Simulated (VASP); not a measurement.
# SrTiO3 (Pm-3m) in VASP: further runs

SrTiO3 is run at these levels: LDA; tasks: single point, relaxation of the atoms.

Program: VASP 6.6.1. These are calculated values, not measurements. Logs are shortened: lines on timing, memory, paths and dates and some standing lists are left out, and cuts for length are marked.

## (1) The cell of the first run

Symmetry: Pm-3m, No. 221, cubic system. The conventional cell has a = 3.908 Å, b = 3.908 Å, c = 3.908 Å, α = 90.00°, β = 90.00°, γ = 90.00°. Sr (site symmetry m-3m) has 12 O at 2.76 Å and 8 Ti at 3.38 Å within 3.6 Å. Ti (site symmetry m-3m) has 6 O at 1.95 Å within 2.6 Å. Within 2.6 Å of O (site symmetry 4/mmm) lie 2 Ti at 1.95 Å.

## (2) Single point, LDA (strained cell)

The input, INCAR:

```
SYSTEM = SrTiO3
PREC = Accurate
ENCUT = 520
EDIFF = 1E-6
ISMEAR = 0
SIGMA = 0.02
LREAL = .FALSE.
LASPH = .TRUE.
NELM = 100
ALGO = Normal
ISIF = 2
LWAVE = .FALSE.
LCHARG = .FALSE.
NBANDS = 28
```

The input, KPOINTS:

```
regular mesh
0
G
  8 8 8
  0 0 0
```

The input, POSCAR:

```
SrTiO3
1.0
    3.9075129701      0.0000000000      0.0000000000
    0.0000000000      3.9075129701      0.0000000000
    0.0000000000      0.0000000000      3.9075129701
Sr Ti O
1 1 3
Direct
    0.0000000000      0.0000000000      0.0000000000
    0.5000000000      0.5000000000      0.5000000000
    0.5000000000      0.0000000000      0.5000000000
    0.5000000000      0.5000000000      0.0000000000
    0.0000000000      0.5000000000      0.5000000000
```

Potentials or basis: VASP PAW LDA potentials, release 64 (Sr_sv, Ti_sv, O).

The run is started by

```sh
cat potpaw_LDA.64/Sr_sv/POTCAR potpaw_LDA.64/Ti_sv/POTCAR potpaw_LDA.64/O/POTCAR > POTCAR
mpirun -np 1 vasp_std > vasp.out
```

OUTCAR:

```text
SYSTEM = SrTiO3
   PREC = Accurate
   ENCUT = 520
   EDIFF = 1E-6
   ISMEAR = 0
   LREAL = .FALSE.
   LASPH = .TRUE.
   NELM = 100
   ISIF = 2

 ion  position               nearest neighbor table
   1  0.000  0.000  0.000-   3 2.76   4 2.76   5 2.76   3 2.76   5 2.76   4 2.76   5 2.76   5 2.76
                             3 2.76   4 2.76   3 2.76   4 2.76   2 3.38   2 3.38   2 3.38   2 3.38
   2  0.500  0.500  0.500-   3 1.95   4 1.95   5 1.95   4 1.95   3 1.95   5 1.95   1 3.38   1 3.38
                             1 3.38   1 3.38   1 3.38   1 3.38   1 3.38   1 3.38
   3  0.500  0.000  0.500-   2 1.95   2 1.95   1 2.76   1 2.76   1 2.76   1 2.76
   4  0.500  0.500  0.000-   2 1.95   2 1.95   1 2.76   1 2.76   1 2.76   1 2.76
   5  0.000  0.500  0.500-   2 1.95   2 1.95   1 2.76   1 2.76   1 2.76   1 2.76

  LATTYP: Found a simple cubic cell.
 ALAT       =     3.9075129701

  Lattice vectors:

 A1 = (   3.9075129701,   0.0000000000,   0.0000000000)
 A2 = (   0.0000000000,   3.9075129701,   0.0000000000)
 A3 = (   0.0000000000,   0.0000000000,   3.9075129701)

Analysis of symmetry for initial positions (statically):
=====================================================================
 Subroutine PRICEL returns:
 Original cell was already a primitive cell.

 Routine SETGRP: Setting up the symmetry group for a
 simple cubic supercell.

 Subroutine GETGRP returns: Found 48 space group operations
 (whereof 48 operations were pure point group operations)
 out of a pool of 48 trial point group operations.

The static configuration has the point symmetry O_h .

Analysis of symmetry for dynamics (positions and initial velocities):
=====================================================================
 Subroutine PRICEL returns:
 Original cell was already a primitive cell.

 Routine SETGRP: Setting up the symmetry group for a
 simple cubic supercell.

 Subroutine GETGRP returns: Found 48 space group operations
 (whereof 48 operations were pure point group operations)
 out of a pool of 48 trial point group operations.

The dynamic configuration has the point symmetry O_h .

 Subroutine INISYM returns: Found 48 space group operations
 (whereof 48 operations are pure point group operations),
 and found     1 'primitive' translations

----------------------------------------------------------------------------------------

                                     Primitive cell

  volume of cell :      59.6625

[... 97 lines left out ...]
   NSW    =      0    number of steps for IOM
   IBRION =     -1    ionic relax: 0-MD 1-quasi-New 2-CG
   NFREE  =      0    steps in history (QN), initial steepest desc. (CG)
   ISIF   =      2    stress and relaxation
   ISYM   =      2    0-nonsym 1-usesym 2-fastsym
   POTIM  = 0.5000    time-step for ionic-motion
   TEBEG  =    0.0;   TEEND  =   0.0 temperature during run
   PSTRESS=    0.0 pullay stress
   NELECT =      40.0000    total number of electrons
   NUPDOWN=      -1.0000    fix difference up-down
   EMIN   =  10.00;   EMAX   =-10.00  energy-range for DOS
   EFERMI =   0.00;   METHOD = LEGACY
   ISMEAR =     0;   SIGMA  =   0.02  broadening in eV -4-tet -1-fermi 0-gaus
   EFERMI_NEDOS =   21; number of points for ismear=-14 and -15
   IALGO  =     38    algorithm
   IMIX   =      4    mixing-type and parameters
     AMIX     =   0.40;   BMIX     =  1.00
     AMIX_MAG =   1.60;   BMIX_MAG =  1.00
  volume/ion in A,a.u.               =      11.93        80.52
  Fermi-wavevector in a.u.,A,eV,Ry     =   1.432829  2.707654 27.932751  2.052999
  Thomas-Fermi vector in A             =   2.552414
   LORBIT       =      0    0 simple, 1 ext, 2 COOP (PROOUT), +10 PAW based schemes
   GGA     = CA    functional components
   LHFCALC =     F    Hartree Fock is set to
   AEXX    =    0.0000 exact exchange contribution
   IVDW    =     0    specifies the selected vdW correction
   LEPSILON=     F    determine dielectric tensor
   LRPA    =     F    only Hartree local field effects (RPA)
 non-spin polarized calculation
 Gauss-broadening in eV      SIGMA  =   0.02
  energy-cutoff  :      520.00
  volume of cell :       59.66
 maximum number of plane-waves:      1640
 NGX is ok and might be reduce to    30
   NGX = 15   NGY = 15   NGZ = 15

 number of electron      40.0000004 magnetization

 Free energy of the ion-electron system (eV)
  ---------------------------------------------------
  ext. energy  EPLUGINS =         0.00000000
  ---------------------------------------------------
  free energy    TOTEN  =       -44.13547958 eV

  energy without entropy =      -44.13547958  energy(sigma->0) =      -44.13547958

 E-fermi :   4.0028     XC(G=0): -11.7862

 val. band max:        3.8602394466   @ k =   0.5000   0.5000   0.5000
 cond. band min:       5.6076538659   @ k =   0.0000   0.0000   0.0000
 fundamental gap:      1.7474144193
 Fermi energy:         4.0027623840

 k-point     1 :       0.0000    0.0000    0.0000
  band No.  band energies     occupation
      1     -51.8743      2.00000
      2     -28.6379      2.00000
      3     -28.5250      2.00000
      4     -28.5250      2.00000
      5     -28.5250      2.00000
      6     -13.2635      2.00000
[... 733 lines left out ...]
     27      11.9861      0.00000
     28      12.5148      0.00000

 [... further k-points ...]

------------------------ aborting loop because EDIFF is reached ----------------------------------------

  FORCE on cell =-STRESS in cart. coord.  units (eV):
  Direction    XX          YY          ZZ          XY          YZ          ZX
  --------------------------------------------------------------------------------------
  -------------------------------------------------------------------------------------
  Total       -2.4683249     -2.4683249     -2.4683249      0.0000000     -0.0000000      0.0000000
  in kB      -66.2844447    -66.2844447    -66.2844447      0.0000000     -0.0000000      0.0000000
  external PRESSURE =     -66.2844447 kB  Pullay stress =       0.0000000 kB

 VOLUME and BASIS-vectors are now :
 -----------------------------------------------------------------------------
  energy-cutoff  :      520.00
  volume of cell :       59.66
      direct lattice vectors                 reciprocal lattice vectors
     3.907512970  0.000000000  0.000000000     0.255917257  0.000000000  0.000000000
     0.000000000  3.907512970  0.000000000     0.000000000  0.255917257  0.000000000
     0.000000000  0.000000000  3.907512970     0.000000000  0.000000000  0.255917257

 POSITION                                       TOTAL-FORCE (eV/Angst)
 -----------------------------------------------------------------------------------
      0.00000      0.00000      0.00000         0.000000      0.000000      0.000000
      1.95376      1.95376      1.95376         0.000000      0.000000      0.000000
      1.95376      0.00000      1.95376         0.000000      0.000000      0.000000
      1.95376      1.95376      0.00000         0.000000      0.000000      0.000000
      0.00000      1.95376      1.95376         0.000000      0.000000      0.000000
 -----------------------------------------------------------------------------------
    total drift:                                0.000000      0.000000     -0.000000

  FREE ENERGIE OF THE ION-ELECTRON SYSTEM (eV)
  ---------------------------------------------------
  free  energy   TOTEN  =       -44.1354795848 eV

  energy  without entropy=      -44.1354795848  energy(sigma->0) =      -44.13547958
```

stdout:

```text
POSCAR found type information on POSCAR SrTiO
 POSCAR found :  3 types and       5 ions
 scaLAPACK will be used
 LDA part: xc-table for (Slater(with rela. corr.)+CA(PZ))
 , standard interpolation
 POSCAR, INCAR and KPOINTS ok, starting setup
 FFT: planning ... GRIDC
 FFT: planning ... GRID_SOFT
 FFT: planning ... GRID
 WAVECAR not read
 entering main loop
```

Wall time 29 s (1 thread of AMD EPYC 9R45 (Zen 5), shared host); peak memory 0.16 GiB.

Results:

```
Free energy            : -44.1355 eV
Pressure               : -6.6 GPa
Band gap on the k mesh : 1.75 eV (least direct gap 2.11 eV)
```

Caveat: the cell differs from its parent crystal (strained cell); the cell stands under tension.

## (3) Relaxation of the atoms, LDA (strained cell)

The input, INCAR:

```
PREC = Accurate ; ENCUT = 520
EDIFF = 1E-6 ; ISMEAR = 0
SIGMA = 0.02 ; LREAL = F
LASPH = T ; NELM = 80
ALGO = Normal ; ISIF = 2
LWAVE = F ; LCHARG = F
GGA = CA ; IBRION = 2
NSW = 60 ; EDIFFG = -0.002
```

The input, KPOINTS:

```
regular mesh
0
Gamma
  8 8 8
```

POSCAR is that of step 2.

Potentials or basis: VASP PAW LDA potentials, release 64 (Sr_sv, Ti_sv, O).

The run is started by

```sh
cat potpaw_LDA.64/Sr_sv/POTCAR potpaw_LDA.64/Ti_sv/POTCAR potpaw_LDA.64/O/POTCAR > POTCAR
mpirun -np 1 vasp_std > vasp.out
```

Run time: 25 s. Hardware: 1 thread of AMD EPYC 9R45 (Zen 5), shared host; peak memory 0.16 GiB.

The run converged. Its results:

* Free energy: -44.1355 eV
* Pressure after relaxing: -6.7 GPa
* Band gap on the k mesh: 1.75 eV (least direct gap 2.11 eV)

Final structure:
```
CELL_PARAMETERS angstrom
3.90751 0.00000 0.00000
0.00000 3.90751 0.00000
0.00000 0.00000 3.90751
ATOMIC_POSITIONS crystal
Sr 0.00000 0.00000 0.00000
Ti 0.50000 0.50000 0.50000
O 0.50000 0.00000 0.50000
O 0.50000 0.50000 0.00000
O 0.00000 0.50000 0.50000
```

Levels at points of the mesh, in eV from the valence-band top:
```
           k point  band 18  band 19  band 20  band 21  band 22  band 23
(0.00, 0.00, 0.00)    -0.36    -0.36    -0.36     1.75     1.75     1.75
(0.50, 0.00, 0.00)    -2.04    -0.74    -0.74     1.93     3.73     3.73
(0.50, 0.50, 0.00)    -1.59    -1.59    -0.10     3.74     3.74     4.18
(0.50, 0.50, 0.50)     0.00     0.00     0.00     4.42     4.42     4.42
```

Caveat: the cell differs from its parent crystal (strained cell); the relaxation stopped at its first step, so nothing moved. A k mesh can miss the band edges.
